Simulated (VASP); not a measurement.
# HfTeSe5 (P-6m2) in VASP: single point with PBE

Aim: the single point of HfTeSe5 with PBE.

Program: VASP 6.6.1. These are calculated values, not measurements. Logs are shortened: lines on timing, memory, paths and dates and some standing lists are left out, and cuts for length are marked.

### Step 1. The cell of the first run

Symmetry: P-6m2, No. 187, hexagonal system. The conventional cell has a = 4.790 Å, b = 4.790 Å, c = 9.077 Å, α = 90.00°, β = 90.00°, γ = 120.00°. Hf (site symmetry -6m2) has 8 Se at 2.73 to 3.42 Å and 3 Te at 2.77 Å within 3.6 Å. Te (site symmetry -6m2) has 3 Hf at 2.77 Å and 6 Se at 3.42 Å within 3.6 Å. Within 3.8 Å of Se (site symmetry 3m) lie 6 Se at 2.86 to 3.74 Å and 3 Te at 3.42 Å and 3 Hf at 3.42 Å. Within 3.7 Å of Se (site symmetry 3m) lie 1 Hf at 2.73 Å and 7 Se at 2.86 to 3.62 Å. Within 4.3 Å of Se (site symmetry -6m2) lie 12 Se at 3.30 to 3.74 Å.

The cell was generated, and may not be a known phase.

### Step 2. Single point, PBE

INCAR reads:

```
SYSTEM = HfTeSe5
PREC = Accurate ; ENCUT = 500
EDIFF = 1E-6 ; ISMEAR = 0
SIGMA = 0.15 ; LREAL = .FALSE.
LASPH = .TRUE. ; NELM = 120
ALGO = Normal ; ISIF = 2
LWAVE = .FALSE. ; LCHARG = .FALSE.
GGA = PE ; NBANDS = 32
GGA_COMPAT = .FALSE.
```

KPOINTS reads:

```
Automatic mesh
0
G
  3 3 1
  0 0 0
```

POSCAR reads:

```
HfTeSe5
1.0
    4.7899980396     -0.0000000029      0.0000000000
   -2.3949990173      4.1482599878      0.0000000000
    0.0000000000      0.0000000000      9.0765064926
Hf Te Se
1 1 5
Direct
    0.0000000000      0.0000000000      0.0000000000
    0.3333333333      0.6666666667      0.0000000000
    0.6666666667      0.3333333333      0.7778654820
    0.6666666667      0.3333333333      0.2221345180
    0.0000000000      0.0000000000      0.6993597385
    0.0000000000      0.0000000000      0.3006402615
    0.3333333333      0.6666666667      0.5000000000
```

Potentials or basis: VASP PAW PBE potentials, release 64 (Hf_pv, Te, Se).

Started as:

```sh
cat potpaw_PBE.64/Hf_pv/POTCAR potpaw_PBE.64/Te/POTCAR potpaw_PBE.64/Se/POTCAR > POTCAR
mpirun -np 1 vasp_std > vasp.out
```

OUTCAR:

```text
SYSTEM = HfTeSe5
   PREC = Accurate
   ENCUT = 500
   EDIFF = 1E-6
   ISMEAR = 0
   LREAL = .FALSE.
   LASPH = .TRUE.
   NELM = 120
   ISIF = 2
   GGA = PE

 ion  position               nearest neighbor table
   1  0.000  0.000  0.000-   5 2.73   6 2.73   2 2.77   2 2.77   2 2.77
   2  0.333  0.667  0.000-   1 2.77   1 2.77   1 2.77
   3  0.667  0.333  0.778-
   4  0.667  0.333  0.222-
   5  0.000  0.000  0.699-   1 2.73
   6  0.000  0.000  0.301-   1 2.73
   7  0.333  0.667  0.500-

  LATTYP: Found a hexagonal cell.
 ALAT       =     4.7899980396
 C/A-ratio  =     1.8948873084

  Lattice vectors:

 A1 = (   4.7899980396,  -0.0000000029,   0.0000000000)
 A2 = (  -2.3949990173,   4.1482599878,   0.0000000000)
 A3 = (   0.0000000000,   0.0000000000,   9.0765064926)

Analysis of symmetry for initial positions (statically):
=====================================================================
 Subroutine PRICEL returns:
 Original cell was already a primitive cell.

 Routine SETGRP: Setting up the symmetry group for a
 hexagonal supercell.

 Subroutine GETGRP returns: Found 12 space group operations
 (whereof 12 operations were pure point group operations)
 out of a pool of 24 trial point group operations.

The static configuration has the point symmetry D_3h.

Analysis of symmetry for dynamics (positions and initial velocities):
=====================================================================
 Subroutine PRICEL returns:
 Original cell was already a primitive cell.

 Routine SETGRP: Setting up the symmetry group for a
 hexagonal supercell.

 Subroutine GETGRP returns: Found 12 space group operations
 (whereof 12 operations were pure point group operations)
 out of a pool of 24 trial point group operations.

The dynamic configuration has the point symmetry D_3h.

 Subroutine INISYM returns: Found 12 space group operations
 (whereof 12 operations are pure point group operations),
 and found     1 'primitive' translations

----------------------------------------------------------------------------------------

                                     Primitive cell

  volume of cell :     180.3516

  direct lattice vectors                    reciprocal lattice vectors
     4.789998040 -0.000000003  0.000000000     0.208768353  0.120532464  0.000000000
    -2.394999017  4.148259988  0.000000000     0.000000000  0.241064929  0.000000000
     0.000000000  0.000000000  9.076506493     0.000000000  0.000000000  0.110174548
[... 76 lines left out ...]
   IBRION =     -1    ionic relax: 0-MD 1-quasi-New 2-CG
   NFREE  =      0    steps in history (QN), initial steepest desc. (CG)
   ISIF   =      2    stress and relaxation
   ISYM   =      2    0-nonsym 1-usesym 2-fastsym
   POTIM  = 0.5000    time-step for ionic-motion
   TEBEG  =    0.0;   TEEND  =   0.0 temperature during run
   PSTRESS=    0.0 pullay stress
   NELECT =      46.0000    total number of electrons
   NUPDOWN=      -1.0000    fix difference up-down
   EMIN   =  10.00;   EMAX   =-10.00  energy-range for DOS
   EFERMI =   0.00;   METHOD = LEGACY
   ISMEAR =     0;   SIGMA  =   0.15  broadening in eV -4-tet -1-fermi 0-gaus
   EFERMI_NEDOS =   21; number of points for ismear=-14 and -15
   IALGO  =     38    algorithm
   IMIX   =      4    mixing-type and parameters
     AMIX     =   0.40;   BMIX     =  1.00
     AMIX_MAG =   1.60;   BMIX_MAG =  1.00
  volume/ion in A,a.u.               =      25.76       173.87
  Fermi-wavevector in a.u.,A,eV,Ry     =   1.038215  1.961942 14.665598  1.077891
  Thomas-Fermi vector in A             =   2.172689
   LORBIT       =      0    0 simple, 1 ext, 2 COOP (PROOUT), +10 PAW based schemes
   GGA     = PE    functional components
   LHFCALC =     F    Hartree Fock is set to
   AEXX    =    0.0000 exact exchange contribution
   IVDW    =     0    specifies the selected vdW correction
   LEPSILON=     F    determine dielectric tensor
   LRPA    =     F    only Hartree local field effects (RPA)
 non-spin polarized calculation
 Gauss-broadening in eV      SIGMA  =   0.15
  energy-cutoff  :      500.00
  volume of cell :      180.35
 maximum number of plane-waves:      4587
 NGX is ok and might be reduce to    36
   NGX = 17   NGY = 17   NGZ = 33

 number of electron      46.0000010 magnetization

 Free energy of the ion-electron system (eV)
  ---------------------------------------------------
  ext. energy  EPLUGINS =         0.00000000
  ---------------------------------------------------
  free energy    TOTEN  =       -29.39851145 eV

  energy without entropy =      -29.35541521  energy(sigma->0) =      -29.37696333

 E-fermi :   3.9831     XC(G=0):  -9.6036

 val. band max:        3.8551216583   @ k =   0.3333  -0.0000   0.0000
 cond. band min:       4.3320929130   @ k =   0.3333  -0.0000   0.0000
 fundamental gap:      0.4769712546
 Fermi energy:         3.9830653660

 k-point     1 :       0.0000    0.0000    0.0000
  band No.  band energies     occupation
      1     -27.7435      2.00000
      2     -27.7435      2.00000
      3     -27.6608      2.00000
      4     -10.6031      2.00000
      5     -10.1293      2.00000
      6      -8.1399      2.00000
[... 94 lines left out ...]
     31       6.7297      0.00000
     32       8.0968      0.00000

------------------------ aborting loop because EDIFF is reached ----------------------------------------

  FORCE on cell =-STRESS in cart. coord.  units (eV):
  Direction    XX          YY          ZZ          XY          YZ          ZX
  --------------------------------------------------------------------------------------
  -------------------------------------------------------------------------------------
  Total       -0.1807316     -0.1807316     -0.0451455      0.0000000      0.0000000     -0.0000000
  in kB       -1.6055532     -1.6055532     -0.4010563      0.0000000      0.0000000     -0.0000000
  external PRESSURE =      -1.2040542 kB  Pullay stress =       0.0000000 kB

 VOLUME and BASIS-vectors are now :
 -----------------------------------------------------------------------------
  energy-cutoff  :      500.00
  volume of cell :      180.35
      direct lattice vectors                 reciprocal lattice vectors
     4.789998040 -0.000000003  0.000000000     0.208768353  0.120532464  0.000000000
    -2.394999017  4.148259988  0.000000000     0.000000000  0.241064929  0.000000000
     0.000000000  0.000000000  9.076506493     0.000000000  0.000000000  0.110174548

 POSITION                                       TOTAL-FORCE (eV/Angst)
 -----------------------------------------------------------------------------------
      0.00000      0.00000      0.00000         0.000000      0.000000      0.000000
      0.00000      2.76551      0.00000         0.000000      0.000000      0.000000
      2.39500      1.38275      7.06030         0.000000     -0.000000      0.059021
      2.39500      1.38275      2.01621         0.000000     -0.000000     -0.059021
      0.00000      0.00000      6.34774         0.000000      0.000000     -0.026916
      0.00000      0.00000      2.72876         0.000000     -0.000000      0.026916
      0.00000      2.76551      4.53825        -0.000000     -0.000000      0.000000
 -----------------------------------------------------------------------------------
    total drift:                                0.000000     -0.000000      0.000000

  FREE ENERGIE OF THE ION-ELECTRON SYSTEM (eV)
  ---------------------------------------------------
  free  energy   TOTEN  =       -29.3985114516 eV

  energy  without entropy=      -29.3554152058  energy(sigma->0) =      -29.37696333
```

OSZICAR:

```text
N       E                     dE             d eps       ncg     rms          rms(c)
DAV:   1     0.244596724868E+03    0.24460E+03   -0.19650E+04   192   0.119E+03
DAV:   2    -0.106221198109E+02   -0.25522E+03   -0.24481E+03   256   0.237E+02
DAV:   3    -0.302195958394E+02   -0.19597E+02   -0.19092E+02   232   0.592E+01
DAV:   4    -0.305995403396E+02   -0.37994E+00   -0.37843E+00   240   0.946E+00
DAV:   5    -0.306098972313E+02   -0.10357E-01   -0.10352E-01   248   0.135E+00    0.400E+01
DAV:   6    -0.296631811976E+02    0.94672E+00   -0.38208E+00   248   0.723E+00    0.285E+01
DAV:   7    -0.313881384495E+02   -0.17250E+01   -0.16483E+01   248   0.950E+00    0.885E+00
DAV:   8    -0.294851094319E+02    0.19030E+01   -0.24742E+00   272   0.743E+00    0.241E+00
DAV:   9    -0.294140561379E+02    0.71053E-01   -0.11840E+00   224   0.327E+00    0.123E+00
DAV:  10    -0.294005030781E+02    0.13553E-01   -0.14398E-01   224   0.130E+00    0.771E-01
DAV:  11    -0.293992341929E+02    0.12689E-02   -0.18456E-02   232   0.490E-01    0.284E-01
DAV:  12    -0.293985540226E+02    0.68017E-03   -0.60845E-03   224   0.224E-01    0.141E-01
DAV:  13    -0.293985182319E+02    0.35791E-04   -0.97576E-04   224   0.112E-01    0.599E-02
DAV:  14    -0.293985240583E+02   -0.58264E-05   -0.71923E-05   240   0.327E-02    0.304E-02
DAV:  15    -0.293985137844E+02    0.10274E-04   -0.11848E-04   240   0.281E-02    0.117E-02
DAV:  16    -0.293985111905E+02    0.25939E-05   -0.14290E-05   216   0.131E-02    0.541E-03
DAV:  17    -0.293985114516E+02   -0.26109E-06   -0.84340E-07   144   0.385E-03
   1 F= -.29398511E+02 E0= -.29376963E+02  d E =-.430962E-01
```

Run time: 38 s. Hardware: 1 thread of Intel Xeon Platinum 8259CL at 2.50GHz (Skylake/Cascade Lake), shared host; peak memory 0.28 GiB.

What came out:

```
Free energy            : -29.3985 eV
Pressure               : -0.1 GPa
Largest force          : 0.059 eV/Å
Band gap on the k mesh : zero (bands 23 and 24 overlap by 0.22 eV)
```

Forces on the atoms (eV/Å):
```
Hf   0.000  0.000  0.000
Te   0.000  0.000  0.000
Se   0.000  0.000  0.059
Se   0.000  0.000 -0.059
Se   0.000  0.000 -0.027
Se   0.000  0.000  0.027
Se   0.000  0.000  0.000
```

Stress tensor (GPa, compression positive):
```
-0.16  0.00  0.00
 0.00 -0.16  0.00
 0.00  0.00 -0.04
```

Caveat: the k points lie up to 0.69 Å⁻¹ apart; spin-orbit coupling is left out, which moves the levels of the heavy elements.

The gap in the log of VASP goes by the Fermi energy; the results here count the filled bands.